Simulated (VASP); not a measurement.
# Ga (I4/mmm) in VASP: settings compared

The runs below take Ga through single point, with LDA, PBE.

Everything below comes from runs of VASP 6.6.1. Logs are shortened: lines on timing, memory, paths and dates and some standing lists are left out, and cuts for length are marked.

## 1. The cell of the first run

It takes space group I4/mmm (No. 139, tetragonal). Conventional cell: a = 2.808 Å, b = 2.808 Å, c = 4.458 Å, α = 90.00°, β = 90.00°, γ = 90.00°. Within 3.7 Å of Ga (site symmetry 4/mmm) lie 12 Ga at 2.81 to 2.99 Å.

## 2. Single point, LDA

File INCAR:

```
SYSTEM = Ga
PREC     = Accurate       ! precision mode
ENCUT    = 520            ! plane-wave cutoff, eV
EDIFF    = 1E-7           ! SCF threshold, eV
ISMEAR   = -1             ! smearing method
SIGMA    = 0.03           ! smearing width, eV
LREAL    = .False.        ! projectors in reciprocal space
LASPH    = .True.         ! aspherical terms in the spheres
NELM     = 100            ! most SCF steps
ALGO     = Normal         ! electronic algorithm
ISIF     = 2              ! what is computed and relaxed
LWAVE    = .False.        ! write WAVECAR
LCHARG   = .False.        ! write CHGCAR
NBANDS   = 12             ! bands
```

File KPOINTS:

```
regular mesh
0
Gamma
  16 16 16
  0 0 0
```

File POSCAR:

```
Ga
1.0
   -1.4040000000      1.4040000000      2.2290000000
    1.4040000000     -1.4040000000      2.2290000000
    1.4040000000      1.4040000000     -2.2290000000
Ga
1
Direct
    0.0000000000      0.0000000000      0.0000000000
```

Potentials or basis: VASP PAW LDA potentials, release 64 (Ga_d).

On the command line:

```bash
$ cat potpaw_LDA.64/Ga_d/POTCAR > POTCAR
$ mpirun -np 1 vasp_std > vasp.out
```

OUTCAR:

```text
SYSTEM = Ga
   PREC = Accurate
   ENCUT = 520
   EDIFF = 1E-7
   ISMEAR = -1
   LREAL = .False.
   LASPH = .True.
   NELM = 100
   ISIF = 2

 ion  position               nearest neighbor table
   1  0.000  0.000  0.000-

  LATTYP: Found a body centered tetragonal cell.
 ALAT       =     2.8080000000
 C/A-ratio  =     1.5876068376

  Lattice vectors:

 A1 = (  -1.4040000000,   1.4040000000,   2.2290000000)
 A2 = (   1.4040000000,  -1.4040000000,   2.2290000000)
 A3 = (   1.4040000000,   1.4040000000,  -2.2290000000)

Analysis of symmetry for initial positions (statically):
=====================================================================
 Subroutine PRICEL returns:
 Original cell was already a primitive cell.

 Routine SETGRP: Setting up the symmetry group for a
 body centered tetragonal supercell.

 Subroutine GETGRP returns: Found 16 space group operations
 (whereof 16 operations were pure point group operations)
 out of a pool of 16 trial point group operations.

The static configuration has the point symmetry D_4h.

Analysis of symmetry for dynamics (positions and initial velocities):
=====================================================================
 Subroutine PRICEL returns:
 Original cell was already a primitive cell.

 Routine SETGRP: Setting up the symmetry group for a
 body centered tetragonal supercell.

 Subroutine GETGRP returns: Found 16 space group operations
 (whereof 16 operations were pure point group operations)
 out of a pool of 16 trial point group operations.

The dynamic configuration has the point symmetry D_4h.

 Subroutine INISYM returns: Found 16 space group operations
 (whereof 16 operations are pure point group operations),
 and found     1 'primitive' translations

----------------------------------------------------------------------------------------

                                     Primitive cell

  volume of cell :      17.5754

  direct lattice vectors                    reciprocal lattice vectors
    -1.404000000  1.404000000  2.229000000     0.000000000  0.356125356  0.224315837
     1.404000000 -1.404000000  2.229000000     0.356125356  0.000000000  0.224315837
     1.404000000  1.404000000 -2.229000000     0.356125356  0.356125356  0.000000000

  length of vectors
     2.985108541  2.985108541  2.985108541     0.420883433  0.420883433  0.503637309

  position of ions in fractional coordinates (direct lattice)
     0.000000000  0.000000000  0.000000000

  ion indices of the primitive-cell ions
   primitive index   ion index
[... 76 lines left out ...]
   NSW    =      0    number of steps for IOM
   IBRION =     -1    ionic relax: 0-MD 1-quasi-New 2-CG
   NFREE  =      0    steps in history (QN), initial steepest desc. (CG)
   ISIF   =      2    stress and relaxation
   ISYM   =      2    0-nonsym 1-usesym 2-fastsym
   POTIM  = 0.5000    time-step for ionic-motion
   TEBEG  =    0.0;   TEEND  =   0.0 temperature during run
   PSTRESS=    0.0 pullay stress
   NELECT =      13.0000    total number of electrons
   NUPDOWN=      -1.0000    fix difference up-down
   EMIN   =  10.00;   EMAX   =-10.00  energy-range for DOS
   EFERMI =   0.00;   METHOD = LEGACY
   ISMEAR =    -1;   SIGMA  =   0.03  broadening in eV -4-tet -1-fermi 0-gaus
   EFERMI_NEDOS =   21; number of points for ismear=-14 and -15
   IALGO  =     38    algorithm
   IMIX   =      4    mixing-type and parameters
     AMIX     =   0.40;   BMIX     =  1.00
     AMIX_MAG =   1.60;   BMIX_MAG =  1.00
  volume/ion in A,a.u.               =      17.58       118.60
  Fermi-wavevector in a.u.,A,eV,Ry     =   1.480544  2.797822 29.824096  2.192009
  Thomas-Fermi vector in A             =   2.594565
   LORBIT       =      0    0 simple, 1 ext, 2 COOP (PROOUT), +10 PAW based schemes
   GGA     = CA    functional components
   LHFCALC =     F    Hartree Fock is set to
   AEXX    =    0.0000 exact exchange contribution
   IVDW    =     0    specifies the selected vdW correction
   LEPSILON=     F    determine dielectric tensor
   LRPA    =     F    only Hartree local field effects (RPA)
 non-spin polarized calculation
  energy-cutoff  :      520.00
  volume of cell :       17.58
 maximum number of plane-waves:       485
 NGX is ok and might be reduce to    24
   NGX = 11   NGY = 11   NGZ = 11

 number of electron      12.9999995 magnetization

 Free energy of the ion-electron system (eV)
  ---------------------------------------------------
  ext. energy  EPLUGINS =         0.00000000
  ---------------------------------------------------
  free energy    TOTEN  =        -3.56491519 eV

  energy without entropy =       -3.56447682  energy(sigma->0) =       -3.56469601

 E-fermi :   5.9693     XC(G=0): -11.6932

 val. band max:        5.9320287344   @ k =  -0.3750   0.0625   0.0000
 cond. band min:       6.0065569935   @ k =   0.2500   0.2500   0.1875
 fundamental gap:      0.0745282592
 Fermi energy:         5.9693137216

 k-point     1 :       0.0000    0.0000    0.0000
  band No.  band energies     occupation
      1      -9.1628      2.00000
      2      -9.0302      2.00000
      3      -9.0302      2.00000
      4      -9.0070      2.00000
      5      -8.8669      2.00000
      6      -5.6213      2.00000
      7      18.8508      0.00000
      8      18.8508      0.00000
      9      18.8593      0.00000
     10      22.4969      0.00000
     11      22.5522      0.00000
     12      23.1407      0.00000
[... 331 lines left out ...]
 k-point    24 :      -0.0625    0.0625    0.0000
  band No.  band energies     occupation
      1      -9.1476      2.00000
      2      -9.0387      2.00000
      3      -9.0235      2.00000
      4      -9.0019      2.00000
      5      -8.8743      2.00000
      6      -5.4697      2.00000
      7      17.7405      0.00000
      8      18.0058      0.00000
      9      18.3451      0.00000
     10      20.7756      0.00000
     11      23.8594      0.00000
     12      23.8641      0.00000

 [... further k-points ...]
[... 5 lines left out ...]
  --------------------------------------------------------------------------------------
  -------------------------------------------------------------------------------------
  Total       -0.1462637     -0.1462637     -0.1852984      0.0000000      0.0000000      0.0000000
  in kB      -13.3334629    -13.3334629    -16.8918838      0.0000000      0.0000000      0.0000000
  external PRESSURE =     -14.5196032 kB  Pullay stress =       0.0000000 kB

 VOLUME and BASIS-vectors are now :
 -----------------------------------------------------------------------------
  energy-cutoff  :      520.00
  volume of cell :       17.58
      direct lattice vectors                 reciprocal lattice vectors
    -1.404000000  1.404000000  2.229000000     0.000000000  0.356125356  0.224315837
     1.404000000 -1.404000000  2.229000000     0.356125356  0.000000000  0.224315837
     1.404000000  1.404000000 -2.229000000     0.356125356  0.356125356  0.000000000

 POSITION                                       TOTAL-FORCE (eV/Angst)
 -----------------------------------------------------------------------------------
      0.00000      0.00000      0.00000         0.000000      0.000000     -0.000000
 -----------------------------------------------------------------------------------
    total drift:                                0.000000      0.000000     -0.000000

  FREE ENERGIE OF THE ION-ELECTRON SYSTEM (eV)
  ---------------------------------------------------
  free  energy   TOTEN  =        -3.5649151870 eV

  energy  without entropy=       -3.5644768245  energy(sigma->0) =       -3.56469601
```

stdout:

```text
POSCAR found type information on POSCAR Ga
 POSCAR found :  1 types and       1 ions
 scaLAPACK will be used
 LDA part: xc-table for (Slater(with rela. corr.)+CA(PZ))
 , standard interpolation
 POSCAR, INCAR and KPOINTS ok, starting setup
 FFT: planning ... GRIDC
 FFT: planning ... GRID_SOFT
 FFT: planning ... GRID
 WAVECAR not read
 entering main loop
```

Run time: 36 s. Hardware: 1 thread of Intel Xeon 6975P-C, shared host; peak memory 0.18 GiB.

Results:

```yaml
Free_energy: -3.5649 eV
Pressure: -1.5 GPa
```

Stress tensor (GPa, compression positive):
```
-1.33  0.00  0.00
 0.00 -1.33  0.00
 0.00  0.00 -1.69
```

Levels at points of the mesh, in eV from the Fermi level:
| k point | band 4 | band 5 | band 6 | band 7 | band 8 | band 9 |
| --- | --- | --- | --- | --- | --- | --- |
| (0.00, 0.00, 0.00) | -14.98 | -14.84 | -11.59 | 12.88 | 12.88 | 12.89 |
| (0.50, 0.00, 0.00) | -14.80 | -14.76 | -5.01 | -4.24 | 8.67 | 11.80 |
| (0.50, 0.50, 0.00) | -14.80 | -14.69 | -2.23 | -1.39 | 4.11 | 5.02 |
| (0.50, 0.50, 0.50) | -14.76 | -14.76 | -3.88 | -3.64 | 6.52 | 6.52 |

## 3. Single point, PBE

File INCAR:

```
SYSTEM = Ga
  ALGO = Normal
  EDIFF = 1E-6
  ENCUT = 520
  GGA = PE
  ISIF = 2
  ISMEAR = -1
  LASPH = .True.
  LCHARG = .True.
  LELF = .True.
  LREAL = .False.
  LVHAR = .True.
  LWAVE = .False.
  NBANDS = 12
  NELM = 60
  PREC = Accurate
  SIGMA = 0.03
```

File KPOINTS:

```
k-points
0
Gamma
  16 16 16
  0 0 0
```

POSCAR is that of step 2.

Potentials or basis: VASP PAW PBE potentials, release 64 (Ga_d).

On the command line:

```bash
$ cat potpaw_PBE.64/Ga_d/POTCAR > POTCAR
$ mpirun -np 1 vasp_std > vasp.out
```

Run time: 32 s. Hardware: 1 thread of Intel Xeon 6975P-C, shared host; peak memory 0.2 GiB.

Results (log left out):

- Free energy: -2.8741 eV
- Pressure: 4.5 GPa

Stress tensor (GPa, compression positive):
```
4.86 0.00 0.00
0.00 4.86 0.00
0.00 0.00 3.91
```

Levels at points of the mesh, in eV from the Fermi level:
| k point | band 3 | band 4 | band 5 | band 6 | band 7 | band 8 | band 9 | band 10 |
| --- | --- | --- | --- | --- | --- | --- | --- | --- |
| (0.00, 0.00, 0.00) | -14.92 | -14.90 | -14.76 | -11.60 | 13.04 | 13.04 | 13.08 | 16.43 |
| (0.50, 0.00, 0.00) | -14.91 | -14.72 | -14.68 | -4.96 | -4.29 | 8.77 | 11.94 | 12.86 |
| (0.50, 0.50, 0.00) | -14.72 | -14.72 | -14.61 | -2.25 | -1.32 | 4.16 | 5.07 | 8.24 |
| (0.50, 0.50, 0.50) | -14.69 | -14.69 | -14.69 | -3.82 | -3.67 | 6.58 | 6.58 | 9.80 |

## 4. Single point, PBE, non-collinear spin, zero start, spin-orbit coupling

File INCAR:

```
ALGO = Normal ; EDIFF = 1E-7
ENCUT = 520 ; GGA = PE
GGA_COMPAT = F ; ISIF = 2
ISMEAR = -1 ; LASPH = T
LCHARG = F ; LNONCOLLINEAR = T
LORBIT = 11 ; LORBMOM = T
LREAL = F ; LSORBIT = T
LWAVE = F ; MAGMOM = 0 0 0
NBANDS = 24 ; NELM = 150
PREC = Accurate ; SIGMA = 0.03
```

File KPOINTS:

```
k-points
0
Gamma
  16 16 16
```

POSCAR is that of step 3.

On the command line:

```bash
$ cat potpaw_PBE.64/Ga_d/POTCAR > POTCAR
$ mpirun -np 1 vasp_ncl > vasp.out
```

Wall time 3.7 min (1 thread of Intel Xeon 6975P-C, shared host); peak memory 0.34 GiB.

Results (log left out):

* Free energy: -2.8794 eV
* Pressure: 4.5 GPa
* Net moment: 0.00 μB per cell
* Valence electrons inside the program's atomic spheres: Ga 11.57

Stress tensor (GPa, compression positive):
```
4.84 0.00 0.00
0.00 4.84 0.00
0.00 0.00 3.90
```

Moments on the atoms (μB; x, y, z):
```
Ga  0.00 0.00 0.00
```

## 5. Summary

```csv
level,potentials or basis,spin,gap on the mesh (eV),pressure (GPa)
LDA,"VASP PAW LDA potentials, release 64 (Ga_d)",off,none,-1.5
PBE,"VASP PAW PBE potentials, release 64 (Ga_d)",off,none,4.5
PBE,"VASP PAW PBE potentials, release 64 (Ga_d)","non-collinear, zero start, SOC",-,4.5
```

Alike in all rows: task single point; cell as given; k mesh 16 × 16 × 16; cutoff (eV) 520; smearing fermi-dirac 0.03 eV.

Total energies depend on the potentials used, so only differences within one code and one set of settings carry meaning.
